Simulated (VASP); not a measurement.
# Al12C in VASP: a series of runs

The runs below take Al12C through single point, relaxation of the atoms, with LDA.

All numbers are computed with VASP 6.6.1; they aren't measurements. Logs are shortened: lines on timing, memory, paths and dates and some standing lists are left out, and cuts for length are marked.

### Step 1. The cell of the first run

The cell holds a slab with vacuum, 13 atoms: a = 5.634 Å, b = 5.634 Å, c = 19.604 Å, α = 90.00°, β = 90.00°, γ = 90.00°.

### Step 2. Single point, LDA

INCAR

```
ALGO = Normal ; DIPOL = 0.5 0.5 0.322
EDIFF = 1E-6 ; ENCUT = 520
GGA = CA ; IDIPOL = 3
ISIF = 2 ; ISMEAR = 0
LASPH = T ; LCHARG = T
LDIPOL = T ; LELF = T
LREAL = F ; LVACPOTAV = T
LVHAR = T ; LWAVE = F
NBANDS = 32 ; NELM = 60
PREC = Accurate ; SIGMA = 0.1
```

KPOINTS

```
k-points
0
Gamma
  5 5 1
```

POSCAR

```
Al12C
1.0
    5.6336864727      0.0000000000      0.0000000000
    0.0000000000      5.6336864727      0.0000000000
    0.0000000000      0.0000000000     19.6042970528
Al C
12 1
Direct
    0.2500000000      0.2500000000      0.2040369001
    0.2500000000      0.7500000000      0.2040369001
    0.7500000000      0.2500000000      0.2040369001
    0.7500000000      0.7500000000      0.2040369001
    0.0000000000      0.0000000000      0.3086956402
    0.0000000000      0.5000000000      0.3086956402
    0.5000000000      0.0000000000      0.3086956402
    0.5000000000      0.5000000000      0.3086956402
    0.2500000000      0.2500000000      0.4133939121
    0.2500000000      0.7500000000      0.4133939121
    0.7500000000      0.2500000000      0.4133939121
    0.7500000000      0.7500000000      0.4133939121
    0.2500000000      0.5000000000      0.4771370462
```

Potentials or basis: VASP PAW LDA potentials, release 64 (Al, C).

On the command line:

```
> cat potpaw_LDA.64/Al/POTCAR potpaw_LDA.64/C/POTCAR > POTCAR
> mpirun -np 1 vasp_std > vasp.out
```

OUTCAR:

```text
EDIFF = 1E-6
   ENCUT = 520
   GGA = CA
   ISIF = 2
   ISMEAR = 0
   LASPH = T
   LREAL = F
   NELM = 60
   PREC = Accurate

 ion  position               nearest neighbor table
   1  0.250  0.250  0.204-   2 2.82   3 2.82   2 2.82   3 2.82   7 2.86   8 2.86   5 2.86   6 2.86

   2  0.250  0.750  0.204-   1 2.82   4 2.82   1 2.82   4 2.82   7 2.86   8 2.86   5 2.86   6 2.86

   3  0.750  0.250  0.204-   1 2.82   4 2.82   4 2.82   1 2.82   7 2.86   8 2.86   5 2.86   6 2.86
[... 4 lines left out ...]
                            11 2.86  12 2.86   9 2.86  10 2.86
   6  0.000  0.500  0.309-   5 2.82   8 2.82   5 2.82   8 2.82   1 2.86   2 2.86   3 2.86   4 2.86
                            11 2.86  12 2.86   9 2.86  10 2.86
   7  0.500  0.000  0.309-   5 2.82   8 2.82   8 2.82   5 2.82   1 2.86   2 2.86   3 2.86   4 2.86
                            11 2.86  12 2.86   9 2.86  10 2.86
   8  0.500  0.500  0.309-   6 2.82   7 2.82   7 2.82   6 2.82   1 2.86   2 2.86   3 2.86   4 2.86
                            11 2.86  12 2.86   9 2.86  10 2.86
   9  0.250  0.250  0.413-  13 1.88  11 2.82  10 2.82  10 2.82  11 2.82   6 2.86   7 2.86   8 2.86
                             5 2.86
  10  0.250  0.750  0.413-  13 1.88  12 2.82   9 2.82   9 2.82  12 2.82   6 2.86   7 2.86   8 2.86
                             5 2.86
  11  0.750  0.250  0.413-   9 2.82  12 2.82  12 2.82   9 2.82   5 2.86   6 2.86   7 2.86   8 2.86

  12  0.750  0.750  0.413-  10 2.82  11 2.82  11 2.82  10 2.82   5 2.86   6 2.86   7 2.86   8 2.86

  13  0.250  0.500  0.477-   9 1.88  10 1.88

  LATTYP: Found a simple tetragonal cell.
 ALAT       =     5.6336864727
 C/A-ratio  =     3.4798345893

  Lattice vectors:

 A1 = (   5.6336864727,   0.0000000000,   0.0000000000)
 A2 = (   0.0000000000,   5.6336864727,   0.0000000000)
 A3 = (   0.0000000000,   0.0000000000,  19.6042970528)

Analysis of symmetry for initial positions (statically):
=====================================================================
 Subroutine PRICEL returns:
 Original cell was already a primitive cell.

 Routine SETGRP: Setting up the symmetry group for a
 simple tetragonal supercell.

 Subroutine GETGRP returns: Found  4 space group operations
 (whereof  2 operations were pure point group operations)
 out of a pool of 16 trial point group operations.

The static configuration has the point symmetry C_1h.
 The point group associated with its full space group is C_2v.

Analysis of symmetry for dynamics (positions and initial velocities):
=====================================================================
[... 136 lines left out ...]
     AMIX     =   0.40;   BMIX     =  1.00
     AMIX_MAG =   1.60;   BMIX_MAG =  1.00
  volume/ion in A,a.u.               =      47.86       322.99
  Fermi-wavevector in a.u.,A,eV,Ry     =   0.655817  1.239314  5.851809  0.430096
  Thomas-Fermi vector in A             =   1.726813
   LORBIT       =      0    0 simple, 1 ext, 2 COOP (PROOUT), +10 PAW based schemes
   GGA     = CA    functional components
   LHFCALC =     F    Hartree Fock is set to
   AEXX    =    0.0000 exact exchange contribution
   IVDW    =     0    specifies the selected vdW correction
   LEPSILON=     F    determine dielectric tensor
   LRPA    =     F    only Hartree local field effects (RPA)
 non-spin polarized calculation
 Gauss-broadening in eV      SIGMA  =   0.10
  energy-cutoff  :      520.00
  volume of cell :      622.21
 maximum number of plane-waves:     16799
 NGX is ok and might be reduce to    42
   NGX = 21   NGY = 21   NGZ = 73

 dipolmoment           0.000000      0.000000     -0.102961 electrons x Angstroem

 number of electron      40.0000000 magnetization

 dipolmoment           0.000000      0.000000      0.209926 electrons x Angstroem

 Free energy of the ion-electron system (eV)
  ---------------------------------------------------
  ext. energy  EPLUGINS =         0.00000000
  ---------------------------------------------------
  free energy    TOTEN  =       -52.27815605 eV

  energy without entropy =      -52.24207145  energy(sigma->0) =      -52.26011375

 E-fermi :  -0.7886     XC(G=0):  -4.4192

 val. band max:       -0.8422303298   @ k =   0.4000   0.0000   0.0000
 cond. band min:      -0.7705626273   @ k =   0.4000   0.2000   0.0000
 fundamental gap:      0.0716677025
 Fermi energy:        -0.7886361929

 k-point     1 :       0.0000    0.0000    0.0000
  band No.  band energies     occupation
      1     -11.6028      2.00000
      2     -10.5308      2.00000
      3      -8.4572      2.00000
      4      -6.7857      2.00000
      5      -6.6979      2.00000
      6      -6.6469      2.00000
[... 304 lines left out ...]
     31       2.0541      0.00000
     32       2.4978      0.00000

------------------------ aborting loop because EDIFF is reached ----------------------------------------

  FORCE on cell =-STRESS in cart. coord.  units (eV):
  Direction    XX          YY          ZZ          XY          YZ          ZX
  --------------------------------------------------------------------------------------
  -------------------------------------------------------------------------------------
  Total       -7.5949174     -7.4576875      0.4109201      0.0000000      0.0000000      0.0000000
  in kB      -19.5567649    -19.2034006      1.0581112      0.0000000      0.0000000      0.0000000
  external PRESSURE =     -12.5673514 kB  Pullay stress =       0.0000000 kB

 VOLUME and BASIS-vectors are now :
 -----------------------------------------------------------------------------
  energy-cutoff  :      520.00
  volume of cell :      622.21
      direct lattice vectors                 reciprocal lattice vectors
     5.633686473  0.000000000  0.000000000     0.177503666  0.000000000  0.000000000
     0.000000000  5.633686473  0.000000000     0.000000000  0.177503666  0.000000000
     0.000000000  0.000000000 19.604297053     0.000000000  0.000000000  0.051009225

 POSITION                                       TOTAL-FORCE (eV/Angst)
 -----------------------------------------------------------------------------------
      1.40842      1.40842      4.00000        -0.000000     -0.104735      0.080168
      1.40842      4.22526      4.00000        -0.000000      0.104735      0.080168
      4.22526      1.40842      4.00000         0.000000      0.107498     -0.124050
      4.22526      4.22526      4.00000         0.000000     -0.107498     -0.124050
      0.00000      0.00000      6.05176        -0.120411      0.000000      0.118380
      0.00000      2.81684      6.05176        -0.221378      0.000000     -0.109964
      2.81684      0.00000      6.05176         0.120411      0.000000      0.118380
      2.81684      2.81684      6.05176         0.221378      0.000000     -0.109964
      1.40842      1.40842      8.10430        -0.000000     -0.779839     -0.037035
      1.40842      4.22526      8.10430         0.000000      0.779839     -0.037035
      4.22526      1.40842      8.10430        -0.000000     -0.125074      0.037227
      4.22526      4.22526      8.10430        -0.000000      0.125074      0.037227
      1.40842      2.81684      9.35394         0.000000      0.000000      0.070547
 -----------------------------------------------------------------------------------
    total drift:                                0.000000     -0.000000      0.000009

  FREE ENERGIE OF THE ION-ELECTRON SYSTEM (eV)
  ---------------------------------------------------
  free  energy   TOTEN  =       -52.2781560544 eV

  energy  without entropy=      -52.2420714459  energy(sigma->0) =      -52.26011375

 vacuum level on the upper side and lower side of the slab         4.886         3.689
```

OSZICAR:

```text
N       E                     dE             d eps       ncg     rms          rms(c)
DAV:   1     0.146759604730E+03    0.14676E+03   -0.12254E+04   576   0.886E+02
DAV:   2    -0.386677320414E+02   -0.18543E+03   -0.17892E+03   808   0.156E+02
DAV:   3    -0.567191566500E+02   -0.18051E+02   -0.17166E+02   920   0.422E+01
[... 17 lines left out ...]
DAV:  21    -0.522781210705E+02   -0.76900E-04   -0.66792E-06   584   0.506E-03    0.126E-03
DAV:  22    -0.522781463597E+02   -0.25289E-04   -0.19656E-06   552   0.292E-03    0.588E-04
DAV:  23    -0.522781528029E+02   -0.64432E-05   -0.43626E-07   496   0.167E-03    0.344E-04
DAV:  24    -0.522781556470E+02   -0.28441E-05   -0.25387E-07   472   0.124E-03    0.170E-04
DAV:  25    -0.522781560544E+02   -0.40744E-06   -0.57181E-08   432   0.706E-04
   1 F= -.52278156E+02 E0= -.52260114E+02  d E =-.360846E-01
```

stdout:

```text
POSCAR found type information on POSCAR AlC
 POSCAR found :  2 types and      13 ions
 scaLAPACK will be used
 LDA part: xc-table for (Slater(with rela. corr.)+CA(PZ))
 , standard interpolation
 POSCAR, INCAR and KPOINTS ok, starting setup
 FFT: planning ... GRIDC
 FFT: planning ... GRID_SOFT
 FFT: planning ... GRID
 WAVECAR not read
 entering main loop
 -----------------------------------------------------------------------------
|                                                                             |
|           W    W    AA    RRRRR   N    N  II  N    N   GGGG   !!!           |
|           W    W   A  A   R    R  NN   N  II  NN   N  G    G  !!!           |
|           W    W  A    A  R    R  N N  N  II  N N  N  G       !!!           |
|           W WW W  AAAAAA  RRRRR   N  N N  II  N  N N  G  GGG   !            |
|           WW  WW  A    A  R   R   N   NN  II  N   NN  G    G                |
|           W    W  A    A  R    R  N    N  II  N    N   GGGG   !!!           |
|                                                                             |
|     Did not find any points to average over, which means that no vacuum     |
|     field-free region was found. Please increase the size of  your cell     |
|     in the dimension of the dipole correction to obtain accurate            |
|     workfunction values.                                                    |
|                                                                             |
 -----------------------------------------------------------------------------
```

It took 8.8 min on 1 thread of Intel Xeon 8259CL, shared host; peak memory 0.49 GiB.

What came out:

* Free energy: -52.2782 eV
* Largest force: 0.781 eV/Å
* Band gap on the k mesh: zero (bands 20 and 21 overlap by 0.73 eV)

Forces in eV/Å, atoms in the order of the input:
```
Al   0.000 -0.105  0.080
Al   0.000  0.105  0.080
Al   0.000  0.107 -0.124
Al   0.000 -0.107 -0.124
Al  -0.120  0.000  0.118
Al  -0.221  0.000 -0.110
Al   0.120  0.000  0.118
Al   0.221  0.000 -0.110
Al   0.000 -0.780 -0.037
Al   0.000  0.780 -0.037
Al   0.000 -0.125  0.037
Al   0.000  0.125  0.037
C    0.000  0.000  0.071
```

### Step 3. Relaxation of the atoms, LDA

INCAR

```
PREC = Accurate
ENCUT = 520
EDIFF = 1E-6
ISMEAR = 0
SIGMA = 0.1
LREAL = False
LASPH = True
NELM = 100
ALGO = Fast
ISIF = 2
LWAVE = False
LCHARG = False
LDIPOL = True
IDIPOL = 3
DIPOL = 0.5 0.5 0.322
GGA = CA
IBRION = 2
NSW = 36
EDIFFG = -0.025
```

KPOINTS

```
Automatic mesh
0
Gamma
  5 5 1
```

POSCAR

```
Al12C
1.0
    5.6336864727      0.0000000000      0.0000000000
    0.0000000000      5.6336864727      0.0000000000
    0.0000000000      0.0000000000     19.6042970528
Al C
12 1
Selective dynamics
Direct
    0.2500000000      0.2500000000      0.2040369001  F F F
    0.2500000000      0.7500000000      0.2040369001  F F F
    0.7500000000      0.2500000000      0.2040369001  F F F
    0.7500000000      0.7500000000      0.2040369001  F F F
    0.0000000000      0.0000000000      0.3086956402  F F F
    0.0000000000      0.5000000000      0.3086956402  F F F
    0.5000000000      0.0000000000      0.3086956402  F F F
    0.5000000000      0.5000000000      0.3086956402  F F F
    0.2500000000      0.2500000000      0.4133939121  F F F
    0.2500000000      0.7500000000      0.4133939121  F F F
    0.7500000000      0.2500000000      0.4133939121  F F F
    0.7500000000      0.7500000000      0.4133939121  F F F
    0.2500000000      0.5000000000      0.4753475263  F F T
```

Potentials or basis: VASP PAW LDA potentials, release 64 (Al, C).

On the command line:

```
> cat potpaw_LDA.64/Al/POTCAR potpaw_LDA.64/C/POTCAR > POTCAR
> mpirun -np 1 vasp_std > vasp.out
```

It took 12 min on 1 thread of Oxide Virtual Turin-like, shared host; peak memory 0.44 GiB.

The run converged. Its results:

```yaml
Free_energy: -52.2784 eV
Energy_gained_by_relaxing: 0.7 meV/atom
Ionic_steps: 3
Band_gap_on_the_k_mesh: zero (bands 20 and 21 overlap by 0.73 eV)
```

The path:
| step | energy change (eV) | largest force on free atoms (eV/Å) | pressure (GPa) |
| --- | --- | --- | --- |
| 1 | 0.0000 | 0.4438 | -1.14 |
| 2 | -0.0070 | 0.2125 | -1.21 |
| 3 | -0.0092 | 0.0031 | -1.28 |

Final structure:
```yaml
crystal:
  lattice:
    - [5.63369, 0.00000, 0.00000]
    - [0.00000, 5.63369, 0.00000]
    - [0.00000, 0.00000, 19.60430]
  atoms:
    - { symbol: Al, position: [0.25000, 0.25000, 0.20404] }
    - { symbol: Al, position: [0.25000, 0.75000, 0.20404] }
    - { symbol: Al, position: [0.75000, 0.25000, 0.20404] }
    - { symbol: Al, position: [0.75000, 0.75000, 0.20404] }
    - { symbol: Al, position: [0.00000, 0.00000, 0.30870] }
    - { symbol: Al, position: [0.00000, 0.50000, 0.30870] }
    - { symbol: Al, position: [0.50000, 0.00000, 0.30870] }
    - { symbol: Al, position: [0.50000, 0.50000, 0.30870] }
    - { symbol: Al, position: [0.25000, 0.25000, 0.41339] }
    - { symbol: Al, position: [0.25000, 0.75000, 0.41339] }
    - { symbol: Al, position: [0.75000, 0.25000, 0.41339] }
    - { symbol: Al, position: [0.75000, 0.75000, 0.41339] }
    - { symbol: C, position: [0.25000, 0.50000, 0.47751] }
```

Levels at points of the mesh, in eV from the Fermi level:
```tsv
k point	band 18	band 19	band 20	band 21	band 22	band 23
(0.00, 0.00, 0.00)	-0.84	-0.65	-0.48	-0.40	-0.07	-0.06
```

The gap in the log of VASP goes by the Fermi energy; the results here count the filled bands.